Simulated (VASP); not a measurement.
# C (Fmmm) in VASP: further runs

Runs on C. Level: PBE+D3(BJ). Tasks: single point.

Program: VASP 6.6.1. These are calculated values, not measurements. Logs are shortened: lines on timing, memory, paths and dates and some standing lists are left out, and cuts for length are marked.

## Step 1: The cell of the first run

It takes space group Fmmm (No. 69, orthorhombic). Conventional cell: a = 2.482 Å, b = 4.296 Å, c = 6.841 Å, α = 90.00°, β = 90.00°, γ = 90.00°. C (site symmetry m2m) has 3 C at 1.36 to 1.47 Å within 1.8 Å.

## Step 2: Single point, PBE+D3(BJ) (atoms shifted along a free coordinate)

Contents of INCAR:

```
  ALGO = Normal
  EDIFF = 1E-7
  ENCUT = 520
  GGA = PE
  ISIF = 2
  ISMEAR = 0
  IVDW = 12
  LASPH = True
  LCHARG = False
  LREAL = False
  LWAVE = False
  NBANDS = 11
  NELM = 100
  PREC = Accurate
  SIGMA = 0.03
```

Contents of KPOINTS:

```
k-points
0
Gamma
  16 16 16
```

Contents of POSCAR:

```
C
1.0
    0.0000000000      2.1482183678      3.4203586967
    1.2409363575      0.0000000000      3.4203586967
    1.2409363575      2.1482183678      0.0000000000
C
2
Direct
    0.1579107009      0.8420892991      0.1579107009
    0.8420892991      0.1579107009      0.8420892991
```

Potentials or basis: VASP PAW PBE potentials, release 64 (C).

Run with:

```sh
$ cat potpaw_PBE.64/C/POTCAR > POTCAR
$ mpirun -np 1 vasp_std > vasp.out
```

OUTCAR:

```text
EDIFF = 1E-7
   ENCUT = 520
   GGA = PE
   ISIF = 2
   ISMEAR = 0
   IVDW = 12
   LASPH = True
   LREAL = False
   NELM = 100
   PREC = Accurate
 IVDW          = 12

 ion  position               nearest neighbor table
   1  0.158  0.842  0.158-   2 1.36   2 1.47   2 1.47
   2  0.842  0.158  0.842-   1 1.36   1 1.47   1 1.47

  LATTYP: Found a face centered orthorhombic cell.
 ALAT       =     2.4818727150
 B/A-ratio  =     1.7311269469
 C/A-ratio  =     2.7562724519

  Lattice vectors:

 A1 = (   0.0000000000,   2.1482183678,   3.4203586967)
 A2 = (   1.2409363575,   0.0000000000,   3.4203586967)
 A3 = (   1.2409363575,   2.1482183678,   0.0000000000)

Analysis of symmetry for initial positions (statically):
=====================================================================
 Subroutine PRICEL returns:
 Original cell was already a primitive cell.

 Routine SETGRP: Setting up the symmetry group for a
 face centered orthorhombic supercell.

 Subroutine GETGRP returns: Found  8 space group operations
 (whereof  8 operations were pure point group operations)
 out of a pool of  8 trial point group operations.

The static configuration has the point symmetry D_2h.

Analysis of symmetry for dynamics (positions and initial velocities):
=====================================================================
 Subroutine PRICEL returns:
 Original cell was already a primitive cell.

 Routine SETGRP: Setting up the symmetry group for a
 face centered orthorhombic supercell.

 Subroutine GETGRP returns: Found  8 space group operations
 (whereof  8 operations were pure point group operations)
 out of a pool of  8 trial point group operations.

The dynamic configuration has the point symmetry D_2h.

 Subroutine INISYM returns: Found  8 space group operations
 (whereof  8 operations are pure point group operations),
 and found     1 'primitive' translations

----------------------------------------------------------------------------------------

                                     Primitive cell

  volume of cell :      18.2360

  direct lattice vectors                    reciprocal lattice vectors
     0.000000000  2.148218368  3.420358697    -0.402921550  0.232751012  0.146183498
     1.240936358  0.000000000  3.420358697     0.402921550 -0.232751012  0.146183498
     1.240936358  2.148218368  0.000000000     0.402921550  0.232751012 -0.146183498

  length of vectors
     4.039021635  3.638512973  2.480879924     0.487738069  0.487738069  0.487738069

  position of ions in fractional coordinates (direct lattice)
     0.157910701  0.842089299  0.157910701
     0.842089299  0.157910701  0.842089299

  ion indices of the primitive-cell ions
   primitive index   ion index
                 1           1
                 2           2

----------------------------------------------------------------------------------------

 KPOINTS: k-points

Automatic generation of k-mesh.
 Grid dimensions read from file:
 generate k-points for:   16   16   16

 Generating k-lattice:

  Cartesian coordinates                     Fractional coordinates (reciprocal lattice)
    -0.025182597  0.014546938  0.009136469     0.062500000  0.000000000  0.000000000
     0.025182597 -0.014546938  0.009136469     0.000000000  0.062500000 -0.000000000
     0.025182597  0.014546938 -0.009136469     0.000000000 -0.000000000  0.062500000

  Length of vectors
     0.030483629  0.030483629  0.030483629

  Shift w.r.t. Gamma in fractional coordinates (k-lattice)
     0.000000000  0.000000000  0.000000000

 Subroutine IBZKPT returns following result:
 ===========================================

 Found    621 irreducible k-points:

 Following reciprocal coordinates:
            Coordinates               Weight
  0.000000  0.000000  0.000000      1.000000
  0.062500  0.000000  0.000000      8.000000
  0.125000  0.000000  0.000000      8.000000
  0.187500  0.000000  0.000000      8.000000
  0.250000  0.000000  0.000000      8.000000
  0.312500  0.000000  0.000000      8.000000
[... 16 lines left out ...]
 -0.125000  0.062500 -0.000000      8.000000
 -0.062500  0.062500 -0.000000      4.000000
 [... further k-points ...]
   k-points           NKPTS =    621   k-points in BZ     NKDIM =    621   number of bands    NBANDS=     11
   number of dos      NEDOS =    301   number of ions     NIONS =      2
   total plane-waves  NPLWV =  15120
   dimension x,y,z NGX =    30 NGY =   28 NGZ =   18
   dimension x,y,z NGXF=    60 NGYF=   56 NGZF=   36
   ions per type =               2
   NGX,Y,Z   is equivalent  to a cutoff of  12.35, 12.79, 12.06 a.u.
   NGXF,Y,Z  is equivalent  to a cutoff of  24.70, 25.59, 24.12 a.u.
 SYSTEM =  unknown system
   PREC   = accura    normal or accurate (medium, high low for compatibility)
   ISTART =      0    job   : 0-new  1-cont  2-samecut
   ICHARG =      2    charge: 1-file 2-atom 10-const
   ISPIN  =      1    spin polarized calculation?
   LNONCOLLINEAR =      F non collinear calculations
   LSORBIT =      F    spin-orbit coupling
   LASPH  =      T    aspherical Exc in radial PAW
   ENCUT  =  520.0 eV  38.22 Ry    6.18 a.u.   7.51  6.77  4.61*2*pi/ulx,y,z
   NELM   =    100;   NELMIN=  2; NELMDL= -5     # of ELM steps
   EDIFF  = 0.1E-06   stopping-criterion for ELM
   LREAL  =      F    real-space projection
   EDIFFG = 0.1E-05   stopping-criterion for IOM
   NSW    =      0    number of steps for IOM
   IBRION =     -1    ionic relax: 0-MD 1-quasi-New 2-CG
   NFREE  =      0    steps in history (QN), initial steepest desc. (CG)
   ISIF   =      2    stress and relaxation
   ISYM   =      2    0-nonsym 1-usesym 2-fastsym
   POTIM  = 0.5000    time-step for ionic-motion
   TEBEG  =    0.0;   TEEND  =   0.0 temperature during run
   PSTRESS=    0.0 pullay stress
   NELECT =       8.0000    total number of electrons
   NUPDOWN=      -1.0000    fix difference up-down
   EMIN   =  10.00;   EMAX   =-10.00  energy-range for DOS
   EFERMI =   0.00;   METHOD = LEGACY
   ISMEAR =     0;   SIGMA  =   0.03  broadening in eV -4-tet -1-fermi 0-gaus
   EFERMI_NEDOS =   21; number of points for ismear=-14 and -15
   IALGO  =     38    algorithm
   IMIX   =      4    mixing-type and parameters
     AMIX     =   0.40;   BMIX     =  1.00
     AMIX_MAG =   1.60;   BMIX_MAG =  1.00
  volume/ion in A,a.u.               =       9.12        61.53
  Fermi-wavevector in a.u.,A,eV,Ry     =   1.243927  2.350682 21.053041  1.547355
  Thomas-Fermi vector in A             =   2.378216
   LORBIT       =      0    0 simple, 1 ext, 2 COOP (PROOUT), +10 PAW based schemes
   GGA     = PE    functional components
   LHFCALC =     F    Hartree Fock is set to
   AEXX    =    0.0000 exact exchange contribution
   IVDW    =    12    specifies the selected vdW correction
   LEPSILON=     F    determine dielectric tensor
   LRPA    =     F    only Hartree local field effects (RPA)
 non-spin polarized calculation
 Gauss-broadening in eV      SIGMA  =   0.03
  energy-cutoff  :      520.00
  volume of cell :       18.24
 maximum number of plane-waves:       508
   NGX = 15   NGY = 13   NGZ =  9

 number of electron       8.0000000 magnetization

 Free energy of the ion-electron system (eV)
  ---------------------------------------------------
  ext. energy  EPLUGINS =         0.00000000
  ---------------------------------------------------
  free energy    TOTEN  =       -18.26865656 eV

  energy without entropy =      -18.26863462  energy(sigma->0) =      -18.26864559

 E-fermi :   4.4954     XC(G=0): -10.1454

 val. band max:        4.4734100626   @ k =  -0.0625   0.3125   0.3750
 cond. band min:       4.5157145884   @ k =  -0.1250   0.2500   0.3750
 fundamental gap:      0.0423045258
 Fermi energy:         4.4954199906

 k-point     1 :       0.0000    0.0000    0.0000
  band No.  band energies     occupation
      1     -15.0945      2.00000
      2      -2.1427      2.00000
      3       0.3085      2.00000
      4       2.5233      2.00000
      5       8.6060      0.00000
      6      11.2055      0.00000
      7      13.9726      0.00000
      8      15.6171      0.00000
      9      16.6200      0.00000
     10      26.7626      0.00000
     11      28.9865      0.00000

 k-point     2 :       0.0625    0.0000    0.0000
  band No.  band energies     occupation
      1     -15.0000      2.00000
      2      -2.0614      2.00000
      3       0.1029      2.00000
      4       2.1480      2.00000
      5       8.7597      0.00000
      6      11.3524      0.00000
      7      14.3342      0.00000
      8      15.3021      0.00000
      9      16.7481      0.00000
     10      27.0665      0.00000
     11      28.1796      0.00000

 k-point     3 :       0.1250    0.0000    0.0000
  band No.  band energies     occupation
      1     -14.7175      2.00000
      2      -1.8173      2.00000
      3      -0.4971      2.00000
      4       1.2206      2.00000
      5       9.2202      0.00000
      6      11.6388      0.00000
      7      14.4122      0.00000
      8      15.3171      0.00000
      9      17.2107      0.00000
     10      26.3335      0.00000
     11      27.9302      0.00000
[... 267 lines left out ...]
 k-point    23 :      -0.1250    0.0625   -0.0000
  band No.  band energies     occupation
      1     -14.2672      2.00000
      2      -1.5055      2.00000
      3      -1.2567      2.00000
      4       0.1762      2.00000
      5       9.6417      0.00000
      6      11.8093      0.00000
      7      13.0666      0.00000
      8      16.7427      0.00000
      9      18.1041      0.00000
     10      24.4250      0.00000
     11      28.7200      0.00000

 k-point    24 :      -0.0625    0.0625   -0.0000
  band No.  band energies     occupation
      1     -14.7267      2.00000
      2      -1.7357      2.00000
      3      -0.4975      2.00000
      4       1.2224      2.00000
      5       9.0450      0.00000
      6      11.6405      0.00000
      7      14.4042      0.00000
      8      15.3152      0.00000
      9      17.2137      0.00000
     10      26.3360      0.00000
     11      27.9216      0.00000

 [... further k-points ...]

------------------------ aborting loop because EDIFF is reached ----------------------------------------

 Edisp (eV)   -0.30476

 E8    (eV) :    -0.0861

  FORCE on cell =-STRESS in cart. coord.  units (eV):
  Direction    XX          YY          ZZ          XY          YZ          ZX
  --------------------------------------------------------------------------------------
  -------------------------------------------------------------------------------------
  Total      -1.25136     0.43320    -0.03258     0.00000     0.00000     0.00000
  in kB    -109.94148    38.05980    -2.86224     0.00000     0.00000     0.00000
  external pressure =      -24.91 kB  Pullay stress =        0.00 kB

 VOLUME and BASIS-vectors are now :
 -----------------------------------------------------------------------------
  energy-cutoff  :      520.00
  volume of cell :       18.24
      direct lattice vectors                 reciprocal lattice vectors
     0.000000000  2.148218368  3.420358697    -0.402921550  0.232751012  0.146183498
     1.240936358  0.000000000  3.420358697     0.402921550 -0.232751012  0.146183498
     1.240936358  2.148218368  0.000000000     0.402921550  0.232751012 -0.146183498

 POSITION                                       TOTAL-FORCE (eV/Angst)
 -----------------------------------------------------------------------------------
      1.24094      0.67845      3.42036         0.000000      4.197879      0.000000
      1.24094      3.61798      3.42036         0.000000     -4.197879      0.000000
 -----------------------------------------------------------------------------------
    total drift:                                0.000000      0.000000     -0.000000

  FREE ENERGIE OF THE ION-ELECTRON SYSTEM (eV)
  ---------------------------------------------------
  free  energy   TOTEN  =       -18.5734173073 eV

  energy  without entropy=      -18.5733953720  energy(sigma->0) =      -18.57340634
```

It took 72 s on 1 thread of Intel Xeon 6975P-C (Granite Rapids), shared host; peak memory 0.22 GiB.

Results:

| Item | Value |
| --- | --- |
| Free energy | -18.5734 eV |
| Pressure | -2.5 GPa |
| Largest force | 4.198 eV/Å |
| Band gap on the k mesh | zero (bands 4 and 5 overlap by 0.17 eV) |
| Dispersion energy per atom | -0.152 eV |

Forces in eV/Å, atoms in the order of the input:
```
C    0.000  4.198  0.000
C    0.000 -4.198  0.000
```

Stress tensor (GPa, compression positive):
```
-10.99   0.00   0.00
  0.00   3.81   0.00
  0.00   0.00  -0.29
```

Caveat: the cell differs from its parent crystal (atoms shifted along a free coordinate); forces of over 1 eV/Å act on the atoms, so gaps and moduli don't describe the material at rest.

## Step 3: Single point, PBE+D3(BJ) (atoms shifted along a free coordinate)

Contents of INCAR:

```
  PREC = Accurate
  ENCUT = 520
  EDIFF = 1E-6
  ISMEAR = 0
  SIGMA = 0.03
  LREAL = F
  LASPH = T
  NELM = 100
  ALGO = Normal
  ISIF = 2
  LWAVE = F
  LCHARG = T
  GGA = PE
  IVDW = 12
  LELF = T
  LVHAR = T
  NBANDS = 11
```

Contents of KPOINTS:

```
Automatic mesh
0
Gamma
  16 16 16
```

Contents of POSCAR:

```
C
1.0
    0.0000000000      2.0755805716      3.3047059672
    1.1989765253      0.0000000000      3.3047059672
    1.1989765253      2.0755805716      0.0000000000
C
2
Direct
    0.1315530015      0.8684469985      0.1315530015
    0.8684469985      0.1315530015      0.8684469985
```

Potentials or basis: VASP PAW PBE potentials, release 64 (C).

Run with:

```sh
$ cat potpaw_PBE.64/C/POTCAR > POTCAR
$ mpirun -np 1 vasp_std > vasp.out
```

It took 2.5 min on 1 thread of Intel Xeon 8259CL, shared host; peak memory 0.22 GiB.

It converged, with:

* Free energy: -14.9264 eV
* Pressure: 93.5 GPa
* Largest force: 30.816 eV/Å
* Band gap on the k mesh: zero (bands 4 and 5 overlap by 2.93 eV)
* Dispersion energy per atom: -0.157 eV

Forces in eV/Å, atoms in the order of the input:
```
C     0.000  30.816   0.000
C     0.000 -30.816   0.000
```

Stress tensor (GPa, compression positive):
```
 28.55   0.00   0.00
  0.00 252.88   0.00
  0.00   0.00  -0.98
```

Levels at points of the mesh, in eV from the Fermi level:
```csv
k point,band 1,band 2,band 3,band 4,band 5,band 6,band 7,band 8
"(0.00, 0.00, 0.00)",-21.05,-8.09,-7.34,1.44,2.47,3.57,11.03,12.83
"(0.50, 0.00, 0.00)",-16.36,-13.33,-7.20,-4.66,3.06,4.60,12.37,13.41
"(0.50, 0.50, 0.00)",-20.74,-10.01,-7.27,1.38,2.41,9.43,10.83,12.86
"(0.50, 0.00, 0.50)",-16.87,-13.99,-6.07,-1.91,0.47,8.52,9.70,11.42
"(0.00, 0.50, 0.50)",-16.73,-13.73,-6.14,-3.05,-1.49,8.27,13.97,15.15
```

Caveat: the cell differs from its parent crystal (atoms shifted along a free coordinate); the cell stands under pressure; forces of over 1 eV/Å act on the atoms, so gaps and moduli don't describe the material at rest.

## Step 4: Single point, PBE+D3(BJ) (atoms shifted along a free coordinate)

Contents of INCAR:

```
PREC = Accurate
ENCUT = 520
EDIFF = 1E-7
ISMEAR = 0
SIGMA = 0.03
LREAL = F
LASPH = T
NELM = 80
ALGO = Normal
ISIF = 2
LWAVE = F
LCHARG = F
GGA = PE
IVDW = 12
NBANDS = 11
```

Contents of KPOINTS:

```
regular mesh
0
Gamma
  16 16 16
```

Contents of POSCAR:

```
C
1.0
    0.0000000000      2.0755805716      3.3047059672
    1.1989765253      0.0000000000      3.3047059672
    1.1989765253      2.0755805716      0.0000000000
C
2
Direct
    0.1491248011      0.8508751989      0.1491248011
    0.8508751989      0.1491248011      0.8508751989
```

Run with:

```sh
$ cat potpaw_PBE.64/C/POTCAR > POTCAR
$ mpirun -np 1 vasp_std > vasp.out
```

Wall time 2.4 min (1 thread of Intel Xeon 8259CL, shared host); peak memory 0.22 GiB.

The run converged. Its results:

```yaml
Free_energy: -17.8151 eV
Pressure: 43.0 GPa
Largest_force: 11.552 eV/Å
Band_gap_on_the_k_mesh: zero (bands 4 and 5 overlap by 0.66 eV)
Dispersion_energy_per_atom: -0.156 eV
```

Forces on the atoms (eV/Å):
```
C     0.000  11.552   0.000
C     0.000 -11.552   0.000
```

Stress tensor (GPa, compression positive):
```
31.06  0.00  0.00
 0.00 97.55  0.00
 0.00  0.00  0.28
```

Levels at points of the mesh, in eV from the Fermi level:
```tsv
k point	band 1	band 2	band 3	band 4	band 5	band 6	band 7	band 8	band 9
(0.00, 0.00, 0.00)	-19.93	-6.73	-4.65	-0.07	4.53	6.41	11.95	13.12	15.28
(0.50, 0.00, 0.00)	-14.58	-12.74	-6.40	-2.74	3.05	7.64	13.31	14.55	19.71
(0.50, 0.50, 0.00)	-19.61	-8.76	-4.62	-0.12	6.33	10.94	11.79	13.21	15.49
(0.50, 0.00, 0.50)	-14.65	-13.62	-5.31	0.01	1.10	9.35	11.43	12.15	20.14
(0.00, 0.50, 0.50)	-14.49	-13.38	-5.38	-1.69	-0.30	8.91	15.02	18.85	19.51
```

Caveat: the cell differs from its parent crystal (atoms shifted along a free coordinate); the cell stands under pressure; forces of over 1 eV/Å act on the atoms, so gaps and moduli don't describe the material at rest.

## Step 5: Summary

| cell | gap on the mesh (eV) | pressure (GPa) | largest force (eV/Å) |
| --- | --- | --- | --- |
| a = 4.039, b = 3.639, c = 2.481 Å, angles 80.2, 62.6, 37.2°, 2 atoms, atomic positions A | none | -2.5 | 4.20 |
| a = 3.902, b = 3.515, c = 2.397 Å, angles 80.2, 62.6, 37.2°, 2 atoms, atomic positions B | none | 93.5 | 30.82 |
| a = 3.902, b = 3.515, c = 2.397 Å, angles 80.2, 62.6, 37.2°, 2 atoms, atomic positions C | none | 43.0 | 11.55 |

Alike in all rows: task single point; level PBE+D3(BJ); potentials or basis VASP PAW PBE potentials, release 64 (C); no spin polarisation; k mesh 16 × 16 × 16; cutoff (eV) 520; smearing gaussian 0.03 eV.

Caveats: forces of over 1 eV/Å act on the atoms, so gaps and moduli don't describe the material at rest; the cell stands under pressure (at least some runs).

Total energies depend on the potentials used, so only differences within one code and one set of settings carry meaning.
